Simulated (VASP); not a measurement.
Wanted: the native input for a VASP 6.6.1 run.

| Property | Result |
| --- | --- |
| Task | single point |
| Functional | PBE |
| Potentials or basis | VASP PAW PBE potentials, release 64 (Cr_pv) |
| Cutoff | 520 eV |
| k mesh | 11 × 11 × 6 |
| Occupations | gaussian, width 0.014 eV |
| Spin | collinear spin, ferromagnetic start |
| Starting moments | [3.0, 3.0] μB |
| Dipole correction | no |
| Further INCAR settings | ALGO = Fast; EDIFF = 1e-06; NBANDS = 23 |

The structure of Cr lies in POSCAR:

```
Cr
1.0
    2.7140000000      0.0000000000      0.0000000000
   -1.3570000000      2.3503929459      0.0000000000
    0.0000000000      0.0000000000      4.4100000000
Cr
2
Direct
    0.6666666667      0.3333333333      0.7500000000
    0.3333333333      0.6666666667      0.2500000000
```

This isn't the form of Cr at room conditions, which is bcc.

These files were run (other wordings do the same):

INCAR

```
SYSTEM = Cr
ALGO = Fast
EDIFF = 1E-6
ENCUT = 520
GGA = PE
ISIF = 2
ISMEAR = 0
ISPIN = 2
LASPH = .TRUE.
LCHARG = .FALSE.
LMAXMIX = 4
LORBIT = 11
LREAL = .FALSE.
LWAVE = .FALSE.
MAGMOM = 3 3
NBANDS = 23
NELM = 150
PREC = Accurate
SIGMA = 0.014
```

KPOINTS

```
k-points
0
G
  11 11 6
  0 0 0
```

Potentials or basis: VASP PAW PBE potentials, release 64 (Cr_pv).

Run with:

```bash
$ cat potpaw_PBE.64/Cr_pv/POTCAR > POTCAR
$ mpirun -np 1 vasp_std > vasp.out
```

It gave:

- Pressure: -25.1 GPa
- Band gap on the k mesh: zero (filled and empty bands overlap)
- Net moment: 2.03 μB per cell
- Site moments: Cr +0.94 μB
- Valence electrons inside the program's atomic spheres: Cr 10.72

Caveat: the cell stands under tension; an empty level that is flat over the whole mesh can mark a ghost state of the potentials, or a narrow d or f band.

Run time: 15 min on 1 thread of AMD EPYC 7R13, with other jobs on the host, peak memory 0.19 GiB.
